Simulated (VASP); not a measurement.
# Se (P6/mmm) in VASP: a series of runs, part 2 of 2

VASP 6.6.1. Earlier steps stand in the parts before.

### 4 Relaxation of cell and atoms, PBE

File INCAR:

```
SYSTEM = Se
ALGO     = Normal         ! electronic algorithm
EDIFF    = 1E-6           ! SCF threshold, eV
EDIFFG   = -0.04          ! ionic threshold
ENCUT    = 600            ! plane-wave cutoff, eV
GGA      = PE             ! functional
IBRION   = 2              ! ionic algorithm
ISIF     = 3              ! what is computed and relaxed
ISMEAR   = 0              ! smearing method
LASPH    = .TRUE.         ! aspherical terms in the spheres
LCHARG   = .FALSE.        ! write CHGCAR
LREAL    = .FALSE.        ! projectors in reciprocal space
LWAVE    = .FALSE.        ! write WAVECAR
NELM     = 100            ! most SCF steps
NSW      = 90             ! ionic steps
PREC     = Accurate       ! precision mode
SIGMA    = 0.1            ! smearing width, eV
```

File KPOINTS:

```
k-points
0
G
  6 6 4
  0 0 0
```

File POSCAR:

```
Se
1.0
    3.5884552100      0.0000000000      0.0000000000
   -1.7942276100      3.1076933800      0.0000000000
    0.0000000000      0.0000000000      5.6200515900
Se
2
Direct
    0.3333333300      0.6666666700      0.0000000000
    0.6666666700      0.3333333300      0.0000000000
```

On the command line:

```console
$ cat potpaw_PBE.64/Se/POTCAR > POTCAR
$ mpirun -np 1 vasp_std > vasp.out
```

Wall time 46 s (1 thread of Intel Xeon 6975P-C (Granite Rapids), shared host); peak memory 0.2 GiB.

It converged, with:

- Free energy: -6.0461 eV
- Relaxed cell: a = 4.451 Å, b = 4.451 Å, c = 5.619 Å, α = 90.00°, β = 90.00°, γ = 120.00°
- Space group after relaxing (to 0.1 Å): P6/mmm (No. 191)
- Energy gained by relaxing: 2544.1 meV/atom
- Ionic steps: 7
- Pressure after relaxing: 0.0 GPa
- Band gap on the k mesh: zero (bands 6 and 7 overlap by 0.88 eV)

The path:
```
step  energy change (eV)  largest force (eV/Å)  pressure (GPa)  volume (Å³)
   1              0.0000                0.0000           50.39        62.67
   2             -1.9620                0.0000           -3.43       183.92
   3             -2.8214                0.0000           -4.19       159.59
   4             -3.6481                0.0000           -4.62       139.57
   5             -5.0866                0.0000           -0.39        97.33
   6             -5.0862                0.0000            0.42        95.37
   7             -5.0882                0.0000           -0.02        96.42
```

Final structure:
```yaml
crystal:
  lattice:
    - [4.45124, 0.00000, 0.00000]
    - [-2.22562, 3.85489, 0.00000]
    - [0.00000, 0.00000, 5.61899]
  atoms:
    - { symbol: Se, position: [0.33333, 0.66667, 0.00000] }
    - { symbol: Se, position: [0.66667, 0.33333, 0.00000] }
```

Levels at points of the mesh, in eV from the Fermi level:
```csv
k point,band 2,band 3,band 4,band 5,band 6,band 7,band 8,band 9,band 10
"(0.00, 0.00, 0.00)",-10.07,-4.77,-4.77,-3.64,0.01,0.01,0.77,3.34,6.79
"(0.50, 0.00, 0.00)",-12.72,-5.55,-3.37,-2.47,-1.18,1.56,2.92,5.63,5.65
"(0.00, 0.00, 0.50)",-10.07,-4.77,-4.77,-3.83,0.02,0.02,0.71,5.65,5.98
"(0.50, 0.00, 0.50)",-12.71,-5.54,-3.36,-2.61,-1.32,1.57,2.92,5.89,6.56
```

Caveat: the volume moved by over 15 % at a fixed basis, so the end points are rough.

### 5 Single point, PBE

This run uses another cell than the first one, of 35.65 Å³/atom.

File INCAR:

```
PREC     = Accurate       # precision mode
ENCUT    = 520            # plane-wave cutoff, eV
EDIFF    = 1E-6           # SCF threshold, eV
ISMEAR   = 0              # smearing method
SIGMA    = 0.1            # smearing width, eV
LREAL    = F              # projectors in reciprocal space
LASPH    = T              # aspherical terms in the spheres
NELM     = 100            # most SCF steps
ALGO     = Normal         # electronic algorithm
ISIF     = 2              # what is computed and relaxed
LWAVE    = F              # write WAVECAR
LCHARG   = F              # write CHGCAR
GGA      = PE             # functional
NBANDS   = 13             # bands
```

File KPOINTS:

```
Automatic mesh
0
Gamma
  12 12 12
```

File POSCAR:

```
Se
1.0
    4.4800481142      0.0000000000      0.0000000000
   -2.2400240571      3.8798354771      0.0000000000
    0.0000000000      0.0000000000      4.1024267797
Se
2
Direct
    0.3333333333      0.6666666667      0.0000000000
    0.6666666667      0.3333333333      0.0000000000
```

On the command line:

```console
$ cat potpaw_PBE.64/Se/POTCAR > POTCAR
$ mpirun -np 1 vasp_std > vasp.out
```

Run time: 36 s. Hardware: 1 thread of Intel Xeon 6975P-C (Granite Rapids), shared host; peak memory 0.25 GiB.

The run converged. Its results:

* Free energy: -6.0257 eV
* Pressure: 0.0 GPa
* Band gap on the k mesh: zero (bands 6 and 7 overlap by 1.08 eV)

Levels at points of the mesh, in eV from the Fermi level:
| k point | band 2 | band 3 | band 4 | band 5 | band 6 | band 7 | band 8 | band 9 | band 10 | band 11 |
| --- | --- | --- | --- | --- | --- | --- | --- | --- | --- | --- |
| (0.00, 0.00, 0.00) | -10.15 | -4.72 | -4.72 | -2.83 | -0.04 | -0.04 | 1.18 | 3.73 | 6.66 | 10.31 |
| (0.50, 0.00, 0.00) | -12.69 | -5.48 | -3.41 | -1.76 | -0.55 | 1.46 | 2.81 | 5.67 | 5.96 | 8.05 |
| (0.00, 0.00, 0.50) | -10.05 | -4.61 | -4.61 | -4.32 | 0.14 | 0.14 | 0.28 | 6.94 | 7.85 | 7.85 |
| (0.50, 0.00, 0.50) | -12.58 | -5.35 | -3.21 | -3.10 | -1.80 | 1.55 | 2.91 | 5.74 | 6.43 | 7.05 |

Caveat: this functional lacks dispersion, which binds the layers, so the pressure and a relaxed spacing across them are unreliable.

### 6 The runs side by side

| task | cell | k mesh | cutoff (eV) | gap on the mesh (eV) | pressure (GPa) |
| --- | --- | --- | --- | --- | --- |
| single point | a = 3.588, b = 3.588, c = 5.620 Å, angles 90.0, 90.0, 120.0°, 2 atoms | 6 × 6 × 4 | 520 | none | 50.4 |
| single point | a = 4.440, b = 4.440, c = 4.857 Å, angles 90.0, 90.0, 120.0°, 2 atoms | 6 × 6 × 4 | 520 | none | 0.2 |
| relaxation of cell and atoms | relaxed from a = 3.588, b = 3.588, c = 5.620 Å, angles 90.0, 90.0, 120.0°, 2 atoms | 6 × 6 × 4 | 600 | none | 0.0 |
| single point | a = 4.480, b = 4.480, c = 4.102 Å, angles 90.0, 90.0, 120.0°, 2 atoms | 12 × 12 × 12 | 520 | none | 0.0 |

Alike in all rows: level PBE; potentials or basis VASP PAW PBE potentials, release 64 (Se); no spin polarisation; smearing gaussian 0.1 eV.

Caveats: this functional lacks dispersion, which binds the layers, so the pressure and a relaxed spacing across them are unreliable (at least some runs); the cell stands under pressure (at least some runs); the volume moved by over 15 % at a fixed basis, so the end points are rough (at least some runs).

Total energies depend on the potentials used, so only differences within one code and one set of settings carry meaning.
